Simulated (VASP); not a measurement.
# Ta2Si2Ge (P-6m2) in VASP: further runs

The runs below take Ta2Si2Ge through single point, with PBE.

Program: VASP 6.6.1. These are calculated values, not measurements. Logs are shortened: lines on timing, memory, paths and dates and some standing lists are left out, and cuts for length are marked.

**1. The cell of the first run**

The structure is hexagonal, space group P-6m2 (No. 187). Conventional cell: a = 3.625 Å, b = 3.625 Å, c = 7.519 Å, α = 90.00°, β = 90.00°, γ = 120.00°. Within 2.4 Å of Ta (site symmetry 3m) lie 1 Ge at 1.79 Å and 3 Si at 2.25 Å. Si (site symmetry 3m) has 3 Ta at 2.25 Å and 1 Si at 2.29 Å within 3.0 Å. Within 2.4 Å of Ge (site symmetry -6m2) lie 2 Ta at 1.79 Å.

**2. Single point, PBE**

File INCAR:

```
SYSTEM = Ta2Si2Ge
PREC = Accurate ; ENCUT = 520
EDIFF = 1E-7 ; ISMEAR = 0
SIGMA = 0.1 ; LREAL = .False.
LASPH = .True. ; NELM = 60
ALGO = Normal ; ISIF = 2
LWAVE = .False. ; LCHARG = .False.
GGA = PE ; NBANDS = 30
```

File KPOINTS:

```
Automatic mesh
0
Gamma
  6 6 2
  0 0 0
```

File POSCAR:

```
Ta2Si2Ge
1.0
    3.6245693900      0.0000000000      0.0000000000
   -1.8122847000      3.1389691700      0.0000000000
    0.0000000000      0.0000000000      7.5190498900
Ta Si Ge
2 2 1
Direct
    0.3333333300      0.6666666700      0.2375409800
    0.3333333300      0.6666666700      0.7624590200
    0.6666666700      0.3333333300      0.3478088000
    0.6666666700      0.3333333300      0.6521912000
    0.3333333300      0.6666666700      0.0000000000
```

Potentials or basis: VASP PAW PBE potentials, release 64 (Ta_pv, Si, Ge_d).

The run is started by

```sh
> cat potpaw_PBE.64/Ta_pv/POTCAR potpaw_PBE.64/Si/POTCAR potpaw_PBE.64/Ge_d/POTCAR > POTCAR
> mpirun -np 1 vasp_std > vasp.out
```

OUTCAR:

```text
SYSTEM = Ta2Si2Ge
   PREC = Accurate
   ENCUT = 520
   EDIFF = 1E-7
   ISMEAR = 0
   LREAL = .False.
   LASPH = .True.
   NELM = 60
   ISIF = 2
   GGA = PE

 ion  position               nearest neighbor table
   1  0.333  0.667  0.238-   5 1.79   3 2.25   3 2.25   3 2.25   2 3.57
   2  0.333  0.667  0.762-   5 1.79   4 2.25   4 2.25   4 2.25   1 3.57
   3  0.667  0.333  0.348-   1 2.25   1 2.25   1 2.25   4 2.29
   4  0.667  0.333  0.652-   2 2.25   2 2.25   2 2.25   3 2.29
   5  0.333  0.667  0.000-   1 1.79   2 1.79

  LATTYP: Found a hexagonal cell.
 ALAT       =     3.6245693900
 C/A-ratio  =     2.0744670831

  Lattice vectors:

 A1 = (   3.6245693900,   0.0000000000,   0.0000000000)
 A2 = (  -1.8122847000,   3.1389691700,   0.0000000000)
 A3 = (   0.0000000000,   0.0000000000,   7.5190498900)

Analysis of symmetry for initial positions (statically):
=====================================================================
 Subroutine PRICEL returns:
 Original cell was already a primitive cell.

 Routine SETGRP: Setting up the symmetry group for a
 hexagonal supercell.

 Subroutine GETGRP returns: Found 12 space group operations
 (whereof 12 operations were pure point group operations)
 out of a pool of 24 trial point group operations.

The static configuration has the point symmetry D_3h.

Analysis of symmetry for dynamics (positions and initial velocities):
=====================================================================
 Subroutine PRICEL returns:
 Original cell was already a primitive cell.

 Routine SETGRP: Setting up the symmetry group for a
 hexagonal supercell.

 Subroutine GETGRP returns: Found 12 space group operations
 (whereof 12 operations were pure point group operations)
 out of a pool of 24 trial point group operations.

The dynamic configuration has the point symmetry D_3h.

 Subroutine INISYM returns: Found 12 space group operations
 (whereof 12 operations are pure point group operations),
 and found     1 'primitive' translations

----------------------------------------------------------------------------------------

                                     Primitive cell

  volume of cell :      85.5473

  direct lattice vectors                    reciprocal lattice vectors
     3.624569390  0.000000000  0.000000000     0.275894842  0.159287962  0.000000000
    -1.812284700  3.138969170  0.000000000     0.000000000  0.318575923  0.000000000
[... 80 lines left out ...]
   EDIFF  = 0.1E-06   stopping-criterion for ELM
   LREAL  =      F    real-space projection
   EDIFFG = 0.1E-05   stopping-criterion for IOM
   NSW    =      0    number of steps for IOM
   IBRION =     -1    ionic relax: 0-MD 1-quasi-New 2-CG
   NFREE  =      0    steps in history (QN), initial steepest desc. (CG)
   ISIF   =      2    stress and relaxation
   ISYM   =      2    0-nonsym 1-usesym 2-fastsym
   POTIM  = 0.5000    time-step for ionic-motion
   TEBEG  =    0.0;   TEEND  =   0.0 temperature during run
   PSTRESS=    0.0 pullay stress
   NELECT =      44.0000    total number of electrons
   NUPDOWN=      -1.0000    fix difference up-down
   EMIN   =  10.00;   EMAX   =-10.00  energy-range for DOS
   EFERMI =   0.00;   METHOD = LEGACY
   ISMEAR =     0;   SIGMA  =   0.10  broadening in eV -4-tet -1-fermi 0-gaus
   EFERMI_NEDOS =   21; number of points for ismear=-14 and -15
   IALGO  =     38    algorithm
   IMIX   =      4    mixing-type and parameters
     AMIX     =   0.40;   BMIX     =  1.00
     AMIX_MAG =   1.60;   BMIX_MAG =  1.00
  volume/ion in A,a.u.               =      17.11       115.46
  Fermi-wavevector in a.u.,A,eV,Ry     =   1.311667  2.478691 23.408418  1.720470
  Thomas-Fermi vector in A             =   2.442113
   LORBIT       =      0    0 simple, 1 ext, 2 COOP (PROOUT), +10 PAW based schemes
   GGA     = PE    functional components
   LHFCALC =     F    Hartree Fock is set to
   AEXX    =    0.0000 exact exchange contribution
   IVDW    =     0    specifies the selected vdW correction
   LEPSILON=     F    determine dielectric tensor
   LRPA    =     F    only Hartree local field effects (RPA)
 non-spin polarized calculation
 Gauss-broadening in eV      SIGMA  =   0.10
  energy-cutoff  :      520.00
  volume of cell :       85.55
 maximum number of plane-waves:      2320
 NGX is ok and might be reduce to    28
   NGX = 13   NGY = 13   NGZ = 27

 number of electron      43.9999998 magnetization

 Free energy of the ion-electron system (eV)
  ---------------------------------------------------
  ext. energy  EPLUGINS =         0.00000000
  ---------------------------------------------------
  free energy    TOTEN  =       -16.89100074 eV

  energy without entropy =      -16.87794204  energy(sigma->0) =      -16.88447139

 E-fermi :   6.0755     XC(G=0): -11.2363

 val. band max:        6.0327755085   @ k =   0.3333   0.3333   0.5000
 cond. band min:       6.1671703765   @ k =   0.5000   0.0000   0.0000
 fundamental gap:      0.1343948679
 Fermi energy:         6.0755335888

 k-point     1 :       0.0000    0.0000    0.0000
  band No.  band energies     occupation
      1     -29.0700      2.00000
      2     -28.2580      2.00000
      3     -27.2962      2.00000
      4     -27.2962      2.00000
      5     -27.2297      2.00000
      6     -27.2297      2.00000
[... 451 lines left out ...]
     29      10.5146      0.00000
     30      11.8222      0.00000

------------------------ aborting loop because EDIFF is reached ----------------------------------------

  FORCE on cell =-STRESS in cart. coord.  units (eV):
  Direction    XX          YY          ZZ          XY          YZ          ZX
  --------------------------------------------------------------------------------------
  -------------------------------------------------------------------------------------
  Total       19.4473125     19.4473126    123.0551566     -0.0000000      0.0000000      0.0000000
  in kB      364.2199591    364.2199592   2304.6446138     -0.0000006      0.0000000      0.0000000
  external PRESSURE =    1011.0281774 kB  Pullay stress =       0.0000000 kB

 VOLUME and BASIS-vectors are now :
 -----------------------------------------------------------------------------
  energy-cutoff  :      520.00
  volume of cell :       85.55
      direct lattice vectors                 reciprocal lattice vectors
     3.624569390  0.000000000  0.000000000     0.275894842  0.159287962  0.000000000
    -1.812284700  3.138969170  0.000000000     0.000000000  0.318575923  0.000000000
     0.000000000  0.000000000  7.519049890     0.000000000  0.000000000  0.132995527

 POSITION                                       TOTAL-FORCE (eV/Angst)
 -----------------------------------------------------------------------------------
     -0.00000      2.09265      1.78608        -0.000000     -0.000000     26.679107
     -0.00000      2.09265      5.73297         0.000000     -0.000000    -26.679107
      1.81228      1.04632      2.61519         0.000000     -0.000000      3.519359
      1.81228      1.04632      4.90386         0.000000     -0.000000     -3.519359
     -0.00000      2.09265      0.00000        -0.000000      0.000000     -0.000000
 -----------------------------------------------------------------------------------
    total drift:                                0.000037     -0.000021     -0.000000

  FREE ENERGIE OF THE ION-ELECTRON SYSTEM (eV)
  ---------------------------------------------------
  free  energy   TOTEN  =       -16.8910007436 eV

  energy  without entropy=      -16.8779420436  energy(sigma->0) =      -16.88447139
```

OSZICAR:

```text
N       E                     dE             d eps       ncg     rms          rms(c)
DAV:   1     0.432056609831E+03    0.43206E+03   -0.22793E+04  1048   0.268E+03
DAV:   2     0.285112014587E+02   -0.40355E+03   -0.38871E+03   868   0.698E+02
DAV:   3    -0.160869955318E+02   -0.44598E+02   -0.42543E+02  1024   0.137E+02
DAV:   4    -0.180900249498E+02   -0.20030E+01   -0.19967E+01   956   0.328E+01
DAV:   5    -0.181386910606E+02   -0.48666E-01   -0.48653E-01  1056   0.543E+00    0.289E+01
DAV:   6    -0.171883886336E+02    0.95030E+00   -0.10877E+00  1002   0.141E+01    0.164E+01
DAV:   7    -0.168982477549E+02    0.29014E+00   -0.93110E-01   926   0.492E+00    0.144E+00
DAV:   8    -0.168935465702E+02    0.47012E-02   -0.66035E-02  1018   0.204E+00    0.620E-01
DAV:   9    -0.168909910666E+02    0.25555E-02   -0.97406E-03  1116   0.750E-01    0.189E-01
DAV:  10    -0.168909644957E+02    0.26571E-04   -0.12142E-03  1182   0.318E-01    0.802E-02
DAV:  11    -0.168909966013E+02   -0.32106E-04   -0.79874E-05  1174   0.665E-02    0.192E-02
DAV:  12    -0.168910004043E+02   -0.38029E-05   -0.68063E-06  1076   0.366E-02    0.787E-03
DAV:  13    -0.168910007304E+02   -0.32609E-06   -0.14341E-06   978   0.857E-03    0.171E-03
DAV:  14    -0.168910007436E+02   -0.13222E-07   -0.11386E-07   752   0.236E-03
   1 F= -.16891001E+02 E0= -.16884471E+02  d E =-.130587E-01
```

It took 50 s on 1 thread of AMD EPYC 7R43 (Zen 3), shared host; peak memory 0.18 GiB.

What came out:

| Property | Result |
| --- | --- |
| Free energy | -16.8910 eV |
| Pressure | 101.1 GPa |
| Largest force | 26.679 eV/Å |
| Band gap on the k mesh | zero (band 22 reaches 6.74 eV, above the bottom of band 23 at 5.86 eV) |

Forces on the atoms (eV/Å):
```
Ta    0.000   0.000  26.679
Ta    0.000   0.000 -26.679
Si    0.000   0.000   3.519
Si    0.000   0.000  -3.519
Ge    0.000   0.000   0.000
```

Stress tensor (GPa, compression positive):
```
 36.42   0.00   0.00
  0.00  36.42   0.00
  0.00   0.00 230.46
```

Caveat: the k points lie up to 0.42 Å⁻¹ apart; spin-orbit coupling is left out, which moves the levels of the heavy elements; forces of over 1 eV/Å act on the atoms, so gaps and moduli don't describe the material at rest.

**3. Single point, PBE**

This run uses another cell than the first one, of 17.73 Å³/atom, 1.036 times its volume.

File INCAR:

```
PREC = Accurate
ENCUT = 520
EDIFF = 1E-6
ISMEAR = 0
SIGMA = 0.1
LREAL = False
LASPH = True
NELM = 80
ALGO = Normal
ISIF = 2
LWAVE = False
LCHARG = False
GGA = PE
NBANDS = 30
```

File KPOINTS:

```
Automatic mesh
0
Gamma
  6 6 2
```

File POSCAR:

```
Ta2Si2Ge
1.0
    2.9721649537      0.0000000024      0.0000000000
   -1.4860824789      2.5739703529      0.0000000000
    0.0000000000      0.0000000000     11.5851044029
Ta Si Ge
2 2 1
Direct
    0.3333333333      0.6666666667      0.2253921249
    0.3333333333      0.6666666667      0.7746078751
    0.6666666667      0.3333333333      0.4006542690
    0.6666666667      0.3333333333      0.5993457310
    0.3333333333      0.6666666667      0.0000000000
```

Potentials or basis: VASP PAW PBE potentials, release 64 (Ta_pv, Si, Ge_d).

The run is started by

```sh
> cat potpaw_PBE.64/Ta_pv/POTCAR potpaw_PBE.64/Si/POTCAR potpaw_PBE.64/Ge_d/POTCAR > POTCAR
> mpirun -np 1 vasp_std > vasp.out
```

Wall time 54 s (1 thread of AMD EPYC 7R43 (Zen 3), shared host); peak memory 0.19 GiB.

It converged, with:

| Item | Value |
| --- | --- |
| Free energy | -37.7480 eV |
| Pressure | 0.1 GPa |
| Largest force | 0.012 eV/Å |
| Band gap on the k mesh | zero (band 22 reaches 8.18 eV, above the bottom of band 23 at 6.24 eV) |

Forces in eV/Å, atoms in the order of the input:
```
Ta   0.000  0.000 -0.012
Ta   0.000  0.000  0.012
Si   0.000  0.000  0.003
Si   0.000  0.000 -0.003
Ge   0.000  0.000  0.000
```

Stress tensor (GPa, compression positive):
```
0.08 0.00 0.00
0.00 0.08 0.00
0.00 0.00 0.01
```

Levels at points of the mesh, in eV from the Fermi level:
```tsv
k point	band 19	band 20	band 21	band 22	band 23	band 24	band 25	band 26
(0.00, 0.00, 0.00)	0.30	0.30	0.32	0.32	2.50	2.57	2.57	2.75
(0.50, 0.00, 0.00)	-2.71	-2.41	-1.08	-0.69	0.52	0.95	1.06	2.22
(0.00, 0.00, 0.50)	0.31	0.31	0.31	0.31	1.90	2.61	2.61	2.70
(0.50, 0.00, 0.50)	-2.73	-2.69	-1.57	-0.11	0.65	0.76	1.29	2.40
```

Caveat: the k points lie up to 0.41 Å⁻¹ apart; spin-orbit coupling is left out, which moves the levels of the heavy elements.
